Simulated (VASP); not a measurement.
A run of VASP 6.6.1:

POSCAR

```
AlNi
1.0
    1.9886875091     -1.9886875091      0.0000000000
    1.9886875091      1.9886875091      0.0000000000
    0.0000000000      0.0000000000      2.8197052788
Al Ni
1 1
Direct
    0.0000000000      0.0000000000      0.0000000000
    0.5000000000      0.5000000000      0.5000000000
```

The input INCAR.step1:

```
SYSTEM = AlNi
ALGO = Normal
EDIFF = 1E-4
ENCUT = 520
GGA = PE
ISMEAR = 0
LASPH = .True.
LCHARG = .False.
LREAL = .False.
LWAVE = .True.
NBANDS = 14
NELM = 60
PREC = Accurate
SIGMA = 0.1
```

INCAR.step2

```
SYSTEM = AlNi
ALGO = Normal
EDIFF = 1E-6
ENCUT = 520
ISIF = 2
ISMEAR = 0
ISTART = 1
LASPH = .True.
LCHARG = .True.
LELF = .True.
LMIXTAU = .True.
LREAL = .False.
LVHAR = .True.
LWAVE = .False.
METAGGA = R2SCAN
NBANDS = 14
NELM = 60
PREC = Accurate
SIGMA = 0.1
```

The input KPOINTS:

```
k-points
0
Gamma
  16 16 14
  0 0 0
```

Potentials or basis: VASP PAW PBE potentials, release 64 (Al, Ni).

Launch:

```sh
$ cat potpaw_PBE.64/Al/POTCAR potpaw_PBE.64/Ni/POTCAR > POTCAR
$ cp INCAR.step1 INCAR
$ mpirun -np 1 vasp_std > vasp.out
$ cp INCAR.step2 INCAR
$ mpirun -np 1 vasp_std > vasp.out
```

Hardware: 1 thread of Intel(R) Xeon(R) Platinum 8488C (Sapphire Rapids) (shared host).

Task: Estimate the wall time of this run.

Result: It took 3.1 min on 1 thread of Intel(R) Xeon(R) Platinum 8488C (Sapphire Rapids), on a shared host, peak memory 0.24 GiB. Counts: k points 360.
